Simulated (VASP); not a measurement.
Wanted: the native input for a VASP 6.6.1 run.

```
Task                   : single point
Functional             : LDA
Potentials or basis    : VASP PAW LDA potentials, release 64 (Mg, O)
Cutoff                 : 520 eV
k mesh                 : 7 × 7 × 4
Occupations            : gaussian, width 0.01 eV
Spin                   : no spin polarisation
Dipole correction      : no
Further INCAR settings : ALGO = Normal; EDIFF = 1e-06; NBANDS = 16
```

The structure of MgO lies in POSCAR:

```
MgO
1.0
    3.3077870000      0.0000000000      0.0000000000
   -1.6538930000      2.8646280000      0.0000000000
    0.0000000000      0.0000000000      4.9828820000
Mg O
2 2
Direct
    0.3333333333      0.6666666667      0.0021600000
    0.6666666667      0.3333333333      0.5021600000
    0.3333333333      0.6666666667      0.4024400000
    0.6666666667      0.3333333333      0.9024400000
```

One way to write it, as run:

INCAR

```
SYSTEM = MgO
ALGO = Normal
EDIFF = 1E-6
ENCUT = 520
ISIF = 2
ISMEAR = 0
LASPH = .TRUE.
LCHARG = .FALSE.
LREAL = .FALSE.
LWAVE = .FALSE.
NBANDS = 16
NELM = 80
PREC = Accurate
SIGMA = 0.01
```

KPOINTS

```
k-points
0
G
  7 7 4
  0 0 0
```

Potentials or basis: VASP PAW LDA potentials, release 64 (Mg, O).

The run is started by

```console
$ cat potpaw_LDA.64/Mg/POTCAR potpaw_LDA.64/O/POTCAR > POTCAR
$ mpirun -np 1 vasp_std > vasp.out
```

Results of the run:

```yaml
Pressure: -5.4 GPa
Largest_force: 0.048 eV/Å
Band_gap_on_the_k_mesh: 3.36 eV, direct
```

It took 10 s on 1 thread of Intel(R) Xeon(R) Platinum 8488C (Sapphire Rapids), with other jobs on the host, peak memory 0.16 GiB.
